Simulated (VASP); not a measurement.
# Re in VASP: notebook

Runs on Re. Level: r2SCAN. Tasks: single point.

All numbers are computed with VASP 6.6.1; they aren't measurements. Logs are shortened: lines on timing, memory, paths and dates and some standing lists are left out, and cuts for length are marked.

## (1) The cell of the first run

It takes space group R-3m (No. 166, trigonal). Conventional cell: a = 4.445 Å, b = 4.445 Å, c = 2.615 Å, α = 90.00°, β = 90.00°, γ = 120.00°. Within 3.4 Å of Re (site symmetry -3m) lie 14 Re at 2.61 to 3.10 Å.

## (2) Single point, r2SCAN

The input, POSCAR:

```
Re
1.0
    4.4450946336      0.0000000000      0.0000000000
   -2.2225473168      3.8495648749      0.0000000000
    0.0000000000      0.0000000000      2.6146998319
Re
3
Direct
    0.3333390639      0.0000000000      0.3333333333
    0.0000000000      0.3333390639      0.6666666667
    0.6666609361      0.6666609361      0.0000000000
```

The input, INCAR.step1:

```
SYSTEM = Re
PREC = Accurate
ENCUT = 520
ISMEAR = 0
SIGMA = 0.1
LREAL = .FALSE.
LASPH = .TRUE.
NELM = 80
NBANDS = 18
GGA = PE
ALGO = Normal
EDIFF = 1E-4
LWAVE = .TRUE.
LCHARG = .FALSE.
```

The input, INCAR.step2:

```
SYSTEM = Re
PREC = Accurate
ENCUT = 520
EDIFF = 1E-6
ISMEAR = 0
SIGMA = 0.1
LREAL = .FALSE.
LASPH = .TRUE.
NELM = 80
ALGO = Normal
ISIF = 2
LWAVE = .FALSE.
LCHARG = .FALSE.
METAGGA = R2SCAN
LMIXTAU = .TRUE.
NBANDS = 18
ISTART = 1
```

The input, KPOINTS:

```
regular mesh
0
G
  6 6 4
  0 0 0
```

Potentials or basis: VASP PAW PBE potentials, release 64 (Re).

On the command line:

```console
$ cat potpaw_PBE.64/Re/POTCAR > POTCAR
$ cp INCAR.step1 INCAR
$ mpirun -np 1 vasp_std > vasp.out
$ cp INCAR.step2 INCAR
$ mpirun -np 1 vasp_std > vasp.out
```

OUTCAR:

```text
SYSTEM = Re
   PREC = Accurate
   ENCUT = 520
   EDIFF = 1E-6
   ISMEAR = 0
   LREAL = .FALSE.
   LASPH = .TRUE.
   NELM = 80
   ISIF = 2
   METAGGA = R2SCAN
   ISTART = 1

 ion  position               nearest neighbor table
   1  0.333  0.000  0.333-   3 2.71   3 2.71   2 2.71   2 2.71   3 2.71   2 2.71   2 3.10   2 3.10
                             3 3.10   3 3.10   2 3.10   3 3.10
   2  0.000  0.333  0.667-   3 2.71   3 2.71   1 2.71   1 2.71   3 2.71   1 2.71   1 3.10   1 3.10
                             3 3.10   3 3.10   1 3.10   3 3.10
   3  0.667  0.667  0.000-   1 2.71   1 2.71   2 2.71   2 2.71   2 2.71   1 2.71   1 3.10   1 3.10
                             2 3.10   2 3.10   2 3.10   1 3.10

  LATTYP: Found a hexagonal cell.
 ALAT       =     4.4450946336
 C/A-ratio  =     0.5882214098

  Lattice vectors:

 A1 = (   4.4450946336,   0.0000000000,   0.0000000000)
 A2 = (  -2.2225473168,   3.8495648749,   0.0000000000)
 A3 = (   0.0000000000,   0.0000000000,   2.6146998319)

Analysis of symmetry for initial positions (statically):
=====================================================================
 Subroutine PRICEL returns:
 Original cell was already a primitive cell.

 Routine SETGRP: Setting up the symmetry group for a
 hexagonal supercell.

 Subroutine GETGRP returns: Found  6 space group operations
 (whereof  2 operations were pure point group operations)
 out of a pool of 24 trial point group operations.

The static configuration has the point symmetry C_2 .
 The point group associated with its full space group is D_3 .

Analysis of symmetry for dynamics (positions and initial velocities):
=====================================================================
 Subroutine PRICEL returns:
 Original cell was already a primitive cell.

 Routine SETGRP: Setting up the symmetry group for a
 hexagonal supercell.

 Subroutine GETGRP returns: Found  6 space group operations
 (whereof  2 operations were pure point group operations)
 out of a pool of 24 trial point group operations.

The dynamic configuration has the point symmetry C_2 .
 The point group associated with its full space group is D_3 .

 Subroutine INISYM returns: Found  6 space group operations
 (whereof  2 operations are pure point group operations),
 and found     1 'primitive' translations

----------------------------------------------------------------------------------------

                                     Primitive cell

  volume of cell :      44.7419

[... 90 lines left out ...]
   LREAL  =      F    real-space projection
   EDIFFG = 0.1E-04   stopping-criterion for IOM
   NSW    =      0    number of steps for IOM
   IBRION =     -1    ionic relax: 0-MD 1-quasi-New 2-CG
   NFREE  =      0    steps in history (QN), initial steepest desc. (CG)
   ISIF   =      2    stress and relaxation
   ISYM   =      2    0-nonsym 1-usesym 2-fastsym
   POTIM  = 0.5000    time-step for ionic-motion
   TEBEG  =    0.0;   TEEND  =   0.0 temperature during run
   PSTRESS=    0.0 pullay stress
   NELECT =      21.0000    total number of electrons
   NUPDOWN=      -1.0000    fix difference up-down
   EMIN   =  10.00;   EMAX   =-10.00  energy-range for DOS
   EFERMI =   0.00;   METHOD = LEGACY
   ISMEAR =     0;   SIGMA  =   0.10  broadening in eV -4-tet -1-fermi 0-gaus
   EFERMI_NEDOS =   21; number of points for ismear=-14 and -15
   IALGO  =     38    algorithm
   IMIX   =      4    mixing-type and parameters
     AMIX     =   0.40;   BMIX     =  1.00
     AMIX_MAG =   1.60;   BMIX_MAG =  1.00
  volume/ion in A,a.u.               =      14.91       100.64
  Fermi-wavevector in a.u.,A,eV,Ry     =   1.272262  2.404226 22.023066  1.618650
  Thomas-Fermi vector in A             =   2.405150
   LORBIT       =      0    0 simple, 1 ext, 2 COOP (PROOUT), +10 PAW based schemes
   METAGGA = R2SCAN    functional components
   LHFCALC =     F    Hartree Fock is set to
   AEXX    =    0.0000 exact exchange contribution
   IVDW    =     0    specifies the selected vdW correction
   LEPSILON=     F    determine dielectric tensor
   LRPA    =     F    only Hartree local field effects (RPA)
 non-spin polarized calculation
 Gauss-broadening in eV      SIGMA  =   0.10
  energy-cutoff  :      520.00
  volume of cell :       44.74
 maximum number of plane-waves:      1236
 NGX is ok and might be reduce to    36
   NGX = 17   NGY = 17   NGZ =  9

 number of electron      21.0000002 magnetization

 Free energy of the ion-electron system (eV)
  ---------------------------------------------------
  ext. energy  EPLUGINS =         0.00000000
  ---------------------------------------------------
  free energy    TOTEN  =      -156.52399856 eV

  energy without entropy =     -156.50933590  energy(sigma->0) =     -156.51666723

 E-fermi :   8.5424     XC(G=0): -14.8920

 val. band max:        8.4870403429   @ k =   0.1667   0.0000   0.2500
 cond. band min:       8.5518873048   @ k =   0.3333   0.0000   0.5000
 fundamental gap:      0.0648469619
 Fermi energy:         8.5424279337

 k-point     1 :       0.0000    0.0000    0.0000
  band No.  band energies     occupation
      1      -2.7201      2.00000
      2       2.4555      2.00000
      3       2.4555      2.00000
      4       4.3335      2.00000
      5       4.3336      2.00000
      6       4.3336      2.00000
[... 481 lines left out ...]
      5       4.6692      2.00000
      6       4.6694      2.00000
[... 10 lines left out ...]
     17      13.6121      0.00000
     18      13.6121      0.00000

------------------------ aborting loop because EDIFF is reached ----------------------------------------

  FORCE on cell =-STRESS in cart. coord.  units (eV):
  Direction    XX          YY          ZZ          XY          YZ          ZX
  --------------------------------------------------------------------------------------
  -------------------------------------------------------------------------------------
  Total        0.0556560      0.0556560     -0.1970395     -0.0000000     -0.0000000      0.0000000
  in kB        1.9930031      1.9930031     -7.0558492     -0.0000000     -0.0000000      0.0000000
  external PRESSURE =      -1.0232810 kB  Pullay stress =       0.0000000 kB

 VOLUME and BASIS-vectors are now :
 -----------------------------------------------------------------------------
  energy-cutoff  :      520.00
  volume of cell :       44.74
      direct lattice vectors                 reciprocal lattice vectors
     4.445094634  0.000000000  0.000000000     0.224967089  0.129884809  0.000000000
    -2.222547317  3.849564875  0.000000000     0.000000000  0.259769619  0.000000000
     0.000000000  0.000000000  2.614699832     0.000000000  0.000000000  0.382453078

 POSITION                                       TOTAL-FORCE (eV/Angst)
 -----------------------------------------------------------------------------------
      1.48172      0.00000      0.87157        -0.000455      0.000000     -0.000000
     -0.74086      1.28321      1.74313         0.000228     -0.000394      0.000000
      1.48169      2.56635      0.00000         0.000228      0.000394      0.000000
 -----------------------------------------------------------------------------------
    total drift:                                0.000000     -0.000000      0.000000

  FREE ENERGIE OF THE ION-ELECTRON SYSTEM (eV)
  ---------------------------------------------------
  free  energy   TOTEN  =      -156.5239985643 eV

  energy  without entropy=     -156.5093358985  energy(sigma->0) =     -156.51666723
```

OUTCAR.step1:

```text
SYSTEM = Re
   PREC = Accurate
   ENCUT = 520
   ISMEAR = 0
   LREAL = .FALSE.
   LASPH = .TRUE.
   NELM = 80
[... 731 lines left out ...]
      1.48172      0.00000      0.87157        -0.000448     -0.000000      0.000000
     -0.74086      1.28321      1.74313         0.000224     -0.000388     -0.000000
      1.48169      2.56635      0.00000         0.000224      0.000388     -0.000000
 -----------------------------------------------------------------------------------
    total drift:                                0.000000     -0.000000      0.000000

  FREE ENERGIE OF THE ION-ELECTRON SYSTEM (eV)
  ---------------------------------------------------
  free  energy   TOTEN  =       -36.2672272229 eV

  energy  without entropy=      -36.2522619489  energy(sigma->0) =      -36.25974459
```

OSZICAR.step1:

```text
N       E                     dE             d eps       ncg     rms          rms(c)
DAV:   1     0.645690650447E+02    0.64569E+02   -0.95416E+03  1662   0.141E+03
DAV:   2    -0.300082458920E+02   -0.94577E+02   -0.86987E+02  1596   0.388E+02
DAV:   3    -0.378670884624E+02   -0.78588E+01   -0.67173E+01  1374   0.223E+02
DAV:   4    -0.383738778216E+02   -0.50679E+00   -0.46977E+00  1480   0.372E+01
DAV:   5    -0.383963585203E+02   -0.22481E-01   -0.22324E-01  1434   0.655E+00    0.513E+01
DAV:   6    -0.368236698296E+02    0.15727E+01   -0.13861E+00  1434   0.284E+01    0.212E+01
DAV:   7    -0.362835971110E+02    0.54007E+00   -0.11117E+00  1484   0.244E+01    0.111E+00
DAV:   8    -0.362685549602E+02    0.15042E-01   -0.26627E-02  1512   0.161E+00    0.289E-01
DAV:   9    -0.362672132059E+02    0.13418E-02   -0.36129E-03  1534   0.848E-01    0.501E-02
DAV:  10    -0.362672272229E+02   -0.14017E-04   -0.68668E-05   586   0.121E-01
   1 F= -.36267227E+02 E0= -.36259745E+02  d E =-.149653E-01
```

It took 32 s on 1 thread of Intel Xeon 6975P-C (Granite Rapids), shared host; peak memory 0.17 GiB.

Results:

| Property | Result |
| --- | --- |
| Free energy | -156.5240 eV |
| Pressure | -0.1 GPa |
| Band gap on the k mesh | zero (an odd number of electrons rules out a gap without spin polarisation) |

Levels at points of the mesh, in eV from the Fermi level:
```tsv
k point	band 6	band 7	band 8	band 9	band 10	band 11	band 12	band 13	band 14	band 15
(0.00, 0.00, 0.00)	-4.21	-4.21	-3.38	-2.70	-2.70	0.97	0.97	1.65	1.65	1.65
(0.50, 0.00, 0.00)	-4.27	-4.26	-4.26	-0.47	0.28	0.28	0.97	1.16	1.16	1.65
(0.00, 0.00, 0.50)	-4.98	-4.98	-4.98	1.12	1.12	1.12	1.12	3.19	3.19	4.07
(0.50, 0.00, 0.50)	-5.16	-3.36	-3.36	0.05	0.05	0.05	0.52	1.44	1.95	1.95
```

Caveat: the k points lie up to 0.60 Å⁻¹ apart, too coarse for converged energies and pressures of a metal; the PAW data sets were made with another functional, which shifts forces and pressure a little; spin-orbit coupling is left out, which moves the levels of the heavy elements.

(Part 1 of 2 ends here.)

The gap in the log of VASP goes by the Fermi energy; the results here count the filled bands.